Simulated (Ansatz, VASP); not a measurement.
**Two plane-wave programs on Ge**

```
CELL_PARAMETERS angstrom
-2.51013 2.51013 1.36248
2.51013 -2.51013 1.36248
2.51013 2.51013 -1.36248
ATOMIC_POSITIONS crystal
Ge 0.25000 0.75000 0.50000
Ge 0.50000 0.50000 0.00000
```

Change from the starting cell: strain -0.025 along x and y, -0.025 along z, atoms carried along.

Alike in both runs: task single point; functional PBEsol; k mesh 20 × 20 × 20; occupations gaussian, width 0.15 eV; no spin polarisation.

|  | VASP | Ansatz |
| --- | --- | --- |
| version | VASP 6.6.1 | Ansatz 0.2.0 |
| potentials or method | VASP PAW PBE potentials, release 64 (Ge_d), cutoff 520 eV | scalar-relativistic, plane waves, PAW |
| valence electrons in the cell | 28 | 28 |

|  | VASP | Ansatz | Ansatz less VASP |
| --- | --- | --- | --- |
| gap on the k mesh at the Fermi level (eV) | none | none | - |
| pressure (GPa) | 6.2 | 6.1 | -0.03 |
| traceless stress, the component that is largest in VASP (GPa) | 0.81 | 0.79 | -0.024 |

VASP's potentials were made for PBE, not for PBEsol. A gap of «none» marks a metal or a gap that the smearing closes.
